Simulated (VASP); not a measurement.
Wanted: the native input for a VASP 6.6.1 run.

```yaml
Task: relaxation of cell and atoms
Functional: PBE
Potentials_or_basis: VASP PAW PBE potentials, release 64 (F)
Cutoff: 600 eV
k_mesh: 19 × 19 × 19
Occupations: fermi-dirac, width 0.08 eV
Spin: no spin polarisation
Target_pressure: 23 GPa
Dipole_correction: no
Further_INCAR_settings: ALGO = Normal; EDIFF = 1e-07; IBRION = 2; EDIFFG = -0.005; NSW = 32; ISIF = 3
```

The structure of F lies in POSCAR:

```
F
1.0
    0.0000000000      1.5880679405      1.5880679405
    1.5880679405      0.0000000000      1.5880679405
    1.5880679405      1.5880679405      0.0000000000
F
1
Direct
    0.0000000000      0.0000000000      0.0000000000
```

One way to write it, as run:

INCAR

```
ALGO     = Normal         # electronic algorithm
EDIFF    = 1E-7           # SCF threshold, eV
EDIFFG   = -0.005         # ionic threshold
ENCUT    = 600            # plane-wave cutoff, eV
GGA      = PE             # functional
IBRION   = 2              # ionic algorithm
ISIF     = 3              # what is computed and relaxed
ISMEAR   = -1             # smearing method
LASPH    = True           # aspherical terms in the spheres
LCHARG   = False          # write CHGCAR
LREAL    = False          # projectors in reciprocal space
LWAVE    = False          # write WAVECAR
NELM     = 60             # most SCF steps
NSW      = 32             # ionic steps
PREC     = Accurate       # precision mode
PSTRESS  = 230.0        
SIGMA    = 0.08           # smearing width, eV
```

KPOINTS

```
k-points
0
Gamma
  19 19 19
```

Potentials or basis: VASP PAW PBE potentials, release 64 (F).

Command:

```console
$ cat potpaw_PBE.64/F/POTCAR > POTCAR
$ mpirun -np 1 vasp_std > vasp.out
```

Results of the run:

```
Relaxed volume                                         : 7.97 Å³/atom
Relaxed cell                                           : a = 2.242 Å, b = 2.242 Å, c = 2.242 Å, α = 60.00°, β = 60.00°, γ = 60.00°
Space group after relaxing (to 0.05 Å)                 : Fm-3m (No. 225)
Energy change on relaxing (the enthalpy is what falls) : +5.5 meV/atom
Ionic steps                                            : 2
Pressure after relaxing                                : 23.1 GPa
```

Caveat: the cell is relaxed towards a set pressure, so the enthalpy falls and the energy may rise; an odd number of electrons without spin polarisation forces a metal; a magnetic or distorted state may lie lower.

It took 12 s on 1 thread of AMD EPYC 9R45 96-Core Processor (Zen 5), with other jobs on the host, peak memory 0.09 GiB.
